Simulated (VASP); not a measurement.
# Ir3O in VASP: a series of runs

The runs below take Ir3O through single point, with PBE.

Everything below comes from runs of VASP 6.6.1. Logs are shortened: lines on timing, memory, paths and dates and some standing lists are left out, and cuts for length are marked.

**1. The cell of the first run**

The cell holds a slab with vacuum, 4 atoms: a = 2.737 Å, b = 2.737 Å, c = 19.188 Å, α = 90.00°, β = 90.00°, γ = 90.00°.

**2. Single point, PBE**

The input, INCAR:

```
SYSTEM = Ir3O
  PREC = Accurate
  ENCUT = 520
  EDIFF = 1E-6
  ISMEAR = 0
  SIGMA = 0.1
  LREAL = .FALSE.
  LASPH = .TRUE.
  NELM = 80
  ALGO = Normal
  ISIF = 2
  LWAVE = .FALSE.
  LCHARG = .FALSE.
  LDIPOL = .TRUE.
  IDIPOL = 3
  DIPOL = 0.5 0.5 0.351
  GGA = PE
  NBANDS = 24
```

The input, KPOINTS:

```
Automatic mesh
0
G
  10 10 1
  0 0 0
```

The input, POSCAR:

```
Ir3O
1.0
    2.7367600872      0.0000000000      0.0000000000
    0.0000000000      2.7367600872      0.0000000000
    0.0000000000      0.0000000000     19.1883373425
Ir O
3 1
Direct
    0.5000000000      0.5000000000      0.2084599582
    0.0000000000      0.0000000000      0.3045662601
    0.5000000000      0.5000000000      0.4006776202
    0.5000000000      0.5000000000      0.4915076428
```

Potentials or basis: VASP PAW PBE potentials, release 64 (Ir, O).

Launch:

```bash
$ cat potpaw_PBE.64/Ir/POTCAR potpaw_PBE.64/O/POTCAR > POTCAR
$ mpirun -np 1 vasp_std > vasp.out
```

OUTCAR:

```text
SYSTEM = Ir3O
   PREC = Accurate
   ENCUT = 520
   EDIFF = 1E-6
   ISMEAR = 0
   LREAL = .FALSE.
   LASPH = .TRUE.
   NELM = 80
   ISIF = 2
   GGA = PE

 ion  position               nearest neighbor table
   1  0.500  0.500  0.208-   2 2.67   2 2.67   2 2.67   2 2.67
   2  0.000  0.000  0.305-   1 2.67   1 2.67   1 2.67   1 2.67   3 2.67   3 2.67   3 2.67   3 2.67

   3  0.500  0.500  0.401-   4 1.74   2 2.67   2 2.67   2 2.67   2 2.67
   4  0.500  0.500  0.492-   3 1.74

  LATTYP: Found a simple tetragonal cell.
 ALAT       =     2.7367600872
 C/A-ratio  =     7.0113333764

  Lattice vectors:

 A1 = (   2.7367600872,   0.0000000000,   0.0000000000)
 A2 = (   0.0000000000,   2.7367600872,   0.0000000000)
 A3 = (   0.0000000000,   0.0000000000,  19.1883373425)

Analysis of symmetry for initial positions (statically):
=====================================================================
 Subroutine PRICEL returns:
 Original cell was already a primitive cell.

 Routine SETGRP: Setting up the symmetry group for a
 simple tetragonal supercell.

 Subroutine GETGRP returns: Found  8 space group operations
 (whereof  8 operations were pure point group operations)
 out of a pool of 16 trial point group operations.

The static configuration has the point symmetry C_4v.

Analysis of symmetry for dynamics (positions and initial velocities):
=====================================================================
 Subroutine PRICEL returns:
 Original cell was already a primitive cell.

 Routine SETGRP: Setting up the symmetry group for a
 simple tetragonal supercell.

 Subroutine GETGRP returns: Found  8 space group operations
 (whereof  8 operations were pure point group operations)
 out of a pool of 16 trial point group operations.

The dynamic configuration has the point symmetry C_4v.

 Subroutine INISYM returns: Found  8 space group operations
 (whereof  8 operations are pure point group operations),
 and found     1 'primitive' translations

----------------------------------------------------------------------------------------

                                     Primitive cell

  volume of cell :     143.7179

  direct lattice vectors                    reciprocal lattice vectors
     2.736760087  0.000000000  0.000000000     0.365395566  0.000000000  0.000000000
     0.000000000  2.736760087  0.000000000     0.000000000  0.365395566  0.000000000
     0.000000000  0.000000000 19.188337342     0.000000000  0.000000000  0.052114990

  length of vectors
     2.736760087  2.736760087 19.188337342     0.365395566  0.365395566  0.052114990

  position of ions in fractional coordinates (direct lattice)
     0.500000000  0.500000000  0.208459958
     0.000000000  0.000000000  0.304566260
     0.500000000  0.500000000  0.400677620
     0.500000000  0.500000000  0.491507643

  ion indices of the primitive-cell ions
   primitive index   ion index
                 1           1
                 2           2
                 3           3
                 4           4

----------------------------------------------------------------------------------------

 KPOINTS: Automatic mesh

Automatic generation of k-mesh.
 Grid dimensions read from file:
 generate k-points for:   10   10    1

 Generating k-lattice:

  Cartesian coordinates                     Fractional coordinates (reciprocal lattice)
     0.036539557  0.000000000  0.000000000     0.100000000  0.000000000  0.000000000
     0.000000000  0.036539557  0.000000000     0.000000000  0.100000000  0.000000000
     0.000000000  0.000000000  0.052114990     0.000000000  0.000000000  1.000000000

  Length of vectors
     0.036539557  0.036539557  0.052114990

  Shift w.r.t. Gamma in fractional coordinates (k-lattice)
     0.000000000  0.000000000  0.000000000

 Subroutine IBZKPT returns following result:
 ===========================================

 Found     21 irreducible k-points:

 Following reciprocal coordinates:
            Coordinates               Weight
  0.000000  0.000000  0.000000      1.000000
  0.100000  0.000000  0.000000      4.000000
  0.200000  0.000000  0.000000      4.000000
  0.300000  0.000000  0.000000      4.000000
  0.400000  0.000000  0.000000      4.000000
  0.500000  0.000000  0.000000      2.000000
[... 13 lines left out ...]
  0.500000  0.400000  0.000000      4.000000
  0.500000  0.500000  0.000000      1.000000
   k-points           NKPTS =     21   k-points in BZ     NKDIM =     21   number of bands    NBANDS=     24
   number of dos      NEDOS =    301   number of ions     NIONS =      4
   total plane-waves  NPLWV =  57600
   dimension x,y,z NGX =    20 NGY =   20 NGZ =  144
   dimension x,y,z NGXF=    40 NGYF=   40 NGZF=  288
   ions per type =               3   1
   NGX,Y,Z   is equivalent  to a cutoff of  12.15, 12.15, 12.48 a.u.
   NGXF,Y,Z  is equivalent  to a cutoff of  24.30, 24.30, 24.95 a.u.
 SYSTEM =  Ir3O
   PREC   = accura    normal or accurate (medium, high low for compatibility)
   ISTART =      0    job   : 0-new  1-cont  2-samecut
   ICHARG =      2    charge: 1-file 2-atom 10-const
   ISPIN  =      1    spin polarized calculation?
   LNONCOLLINEAR =      F non collinear calculations
   LSORBIT =      F    spin-orbit coupling
   LASPH  =      T    aspherical Exc in radial PAW
   ENCUT  =  520.0 eV  38.22 Ry    6.18 a.u.   5.09  5.09 35.68*2*pi/ulx,y,z
   NELM   =     80;   NELMIN=  2; NELMDL= -5     # of ELM steps
   EDIFF  = 0.1E-05   stopping-criterion for ELM
   LREAL  =      F    real-space projection
[... 7 lines left out ...]
   TEBEG  =    0.0;   TEEND  =   0.0 temperature during run
   PSTRESS=    0.0 pullay stress
   NELECT =      33.0000    total number of electrons
   NUPDOWN=      -1.0000    fix difference up-down
   EMIN   =  10.00;   EMAX   =-10.00  energy-range for DOS
   EFERMI =   0.00;   METHOD = LEGACY
   ISMEAR =     0;   SIGMA  =   0.10  broadening in eV -4-tet -1-fermi 0-gaus
   EFERMI_NEDOS =   21; number of points for ismear=-14 and -15
   IALGO  =     38    algorithm
   IMIX   =      4    mixing-type and parameters
     AMIX     =   0.40;   BMIX     =  1.00
     AMIX_MAG =   1.60;   BMIX_MAG =  1.00
  volume/ion in A,a.u.               =      35.93       242.46
  Fermi-wavevector in a.u.,A,eV,Ry     =   1.002480  1.894413 13.673405  1.004967
  Thomas-Fermi vector in A             =   2.134970
   LORBIT       =      0    0 simple, 1 ext, 2 COOP (PROOUT), +10 PAW based schemes
   GGA     = PE    functional components
   LHFCALC =     F    Hartree Fock is set to
   AEXX    =    0.0000 exact exchange contribution
   IVDW    =     0    specifies the selected vdW correction
   LEPSILON=     F    determine dielectric tensor
   LRPA    =     F    only Hartree local field effects (RPA)
 non-spin polarized calculation
 Gauss-broadening in eV      SIGMA  =   0.10
  energy-cutoff  :      520.00
  volume of cell :      143.72
 maximum number of plane-waves:      3910
   NGX = 11   NGY = 11   NGZ = 71

 dipolmoment           0.000000      0.000000     -0.014034 electrons x Angstroem

 number of electron      32.9999994 magnetization

 dipolmoment           0.000000      0.000000      0.093965 electrons x Angstroem

 Free energy of the ion-electron system (eV)
  ---------------------------------------------------
  ext. energy  EPLUGINS =         0.00000000
  ---------------------------------------------------
  free energy    TOTEN  =       -29.69017979 eV

  energy without entropy =      -29.65868252  energy(sigma->0) =      -29.67443115

 E-fermi :  -1.1722     XC(G=0):  -5.7225

 val. band max:       -1.1803400610   @ k =   0.4000   0.1000   0.0000
 cond. band min:      -1.1644180706   @ k =   0.4000   0.0000   0.0000
 fundamental gap:      0.0159219904
 Fermi energy:        -1.1721881679

 k-point     1 :       0.0000    0.0000    0.0000
  band No.  band energies     occupation
      1     -19.9320      2.00000
      2     -11.0739      2.00000
      3      -8.8141      2.00000
      4      -8.1035      2.00000
      5      -8.0660      2.00000
      6      -6.4294      2.00000
[... 16 lines left out ...]
     23       4.3516      0.00000
     24       5.4281      0.00000

 k-point     2 :       0.1000    0.0000    0.0000
  band No.  band energies     occupation
      1     -19.8902      2.00000
      2     -10.8162      2.00000
      3      -8.6142      2.00000
      4      -7.9201      2.00000
      5      -7.8764      2.00000
      6      -6.3146      2.00000
[... 16 lines left out ...]
     23       4.5711      0.00000
     24       5.6948      0.00000

 k-point     3 :       0.2000    0.0000    0.0000
  band No.  band energies     occupation
      1     -19.7783      2.00000
      2     -10.1419      2.00000
      3      -8.2264      2.00000
      4      -7.6540      2.00000
      5      -7.3707      2.00000
      6      -6.1382      2.00000
[... 16 lines left out ...]
     23       5.1953      0.00000
     24       6.4108      0.00000

 k-point     4 :       0.3000    0.0000    0.0000
  band No.  band energies     occupation
      1     -19.6351      2.00000
      2      -9.3736      2.00000
      3      -8.0739      2.00000
      4      -7.4486      2.00000
      5      -7.0035      2.00000
      6      -6.4699      2.00000
[... 16 lines left out ...]
     23       5.8083      0.00000
     24       6.1547      0.00000

 k-point     5 :       0.4000    0.0000    0.0000
  band No.  band energies     occupation
      1     -19.5148      2.00000
      2      -8.9642      2.00000
      3      -8.2238      2.00000
      4      -6.9886      2.00000
      5      -6.9447      2.00000
      6      -6.6531      2.00000
[... 370 lines left out ...]
 k-point    19 :       0.4000    0.4000    0.0000
  band No.  band energies     occupation
      1     -19.1534      2.00000
      2      -8.2720      2.00000
      3      -7.9174      2.00000
      4      -7.8946      2.00000
      5      -7.6750      2.00000
      6      -6.2070      2.00000
[... 16 lines left out ...]
     23       6.8280      0.00000
     24       8.5406      0.00000

 k-point    20 :       0.5000    0.4000    0.0000
  band No.  band energies     occupation
      1     -19.1128      2.00000
      2      -8.4110      2.00000
      3      -8.0288      2.00000
      4      -7.9904      2.00000
      5      -7.8088      2.00000
      6      -6.3017      2.00000
[... 16 lines left out ...]
     23       6.5169      0.00000
     24       7.5964      0.00000

 k-point    21 :       0.5000    0.5000    0.0000
  band No.  band energies     occupation
      1     -19.0730      2.00000
      2      -8.5762      2.00000
      3      -8.0961      2.00000
      4      -8.0961      2.00000
      5      -7.9640      2.00000
      6      -6.5057      2.00000
[... 16 lines left out ...]
     23       7.2751      0.00000
     24       7.6793      0.00000

------------------------ aborting loop because EDIFF is reached ----------------------------------------

 vacuum level on the upper side and lower side of the slab       (xc-potential included)         1.093        -1.177

  FORCE on cell =-STRESS in cart. coord.  units (eV):
  Direction    XX          YY          ZZ          XY          YZ          ZX
  --------------------------------------------------------------------------------------
  -------------------------------------------------------------------------------------
  Total        0.2299906      0.2299906      4.8471143      0.0000000      0.0000000     -0.0000000
  in kB        2.5639515      2.5639515     54.0359809      0.0000000      0.0000000     -0.0000000
  external PRESSURE =      19.7212946 kB  Pullay stress =       0.0000000 kB

 VOLUME and BASIS-vectors are now :
 -----------------------------------------------------------------------------
  energy-cutoff  :      520.00
  volume of cell :      143.72
      direct lattice vectors                 reciprocal lattice vectors
     2.736760087  0.000000000  0.000000000     0.365395566  0.000000000  0.000000000
     0.000000000  2.736760087  0.000000000     0.000000000  0.365395566  0.000000000
     0.000000000  0.000000000 19.188337342     0.000000000  0.000000000  0.052114990

 POSITION                                       TOTAL-FORCE (eV/Angst)
 -----------------------------------------------------------------------------------
      1.36838      1.36838      4.00000        -0.000000      0.000000     -0.586927
      0.00000      0.00000      5.84412         0.000000      0.000000     -0.779181
      1.36838      1.36838      7.68834         0.000000      0.000000      0.627242
      1.36838      1.36838      9.43121         0.000000     -0.000000      0.738867
 -----------------------------------------------------------------------------------
    total drift:                                0.000000      0.000000      0.001210

  FREE ENERGIE OF THE ION-ELECTRON SYSTEM (eV)
  ---------------------------------------------------
  free  energy   TOTEN  =       -29.6901797919 eV

  energy  without entropy=      -29.6586825165  energy(sigma->0) =      -29.67443115

 vacuum level on the upper side and lower side of the slab         6.615         4.338
```

Wall time 2.7 min (1 thread of Intel Xeon 8259CL, shared host); peak memory 0.26 GiB.

Results:

```yaml
Free_energy: -29.6902 eV
Largest_force: 0.779 eV/Å
Band_gap_on_the_k_mesh: zero (an odd number of electrons rules out a gap without spin polarisation)
```

Forces on the atoms (eV/Å):
```
Ir   0.000  0.000 -0.587
Ir   0.000  0.000 -0.779
Ir   0.000  0.000  0.627
O    0.000  0.000  0.739
```

Caveat: spin-orbit coupling is left out, which moves the levels of the heavy elements; an odd number of electrons without spin polarisation forces a metal; a magnetic or distorted state may lie lower.

(Part 1 of 2 ends here.)
